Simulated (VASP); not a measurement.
Crystal: AlNi.

```xyz
2
Lattice="2.8597 0.0000 0.0000 0.0000 2.8597 0.0000 0.0000 0.0000 2.8597" Properties=species:S:1:pos:R:3 pbc="T T T"
Al    1.4299    1.4299    1.4299
Ni    0.0000    0.0000    0.0000
```

```yaml
Program: VASP 6.6.1
Task: relaxation of cell and atoms
Functional: PBE
Potentials_or_basis: VASP PAW PBE potentials, release 64 (Al, Ni)
Cutoff: 600 eV
k_mesh: 14 × 14 × 14
Occupations: gaussian, width 0.1 eV
Spin: no spin polarisation
```

At the start: pressure 6.0 GPa; volume 11.69 Å³/atom.

Task: How do energy, volume and symmetry change on relaxing?

Result: Over 3 steps the energy falls by 7.4 meV/atom and the volume is 12.11 Å³/atom (+3.5 %); space group Pm-3m (No. 221, to 0.05 Å).

The path:
```
step  energy change (eV)  largest force (eV/Å)  pressure (GPa)  volume (Å³)
   1              0.0000                0.0000            6.02        23.39
   2             -0.0055                0.0000           -4.24        24.91
   3             -0.0149                0.0000            0.05        24.21
```

Final structure:
```yaml
crystal:
  lattice:
    - [2.89304, 0.00000, 0.00000]
    - [0.00000, 2.89304, 0.00000]
    - [0.00000, 0.00000, 2.89304]
  atoms:
    - { symbol: Al, position: [0.50000, 0.50000, 0.50000] }
    - { symbol: Ni, position: [0.00000, 0.00000, 0.00000] }
```
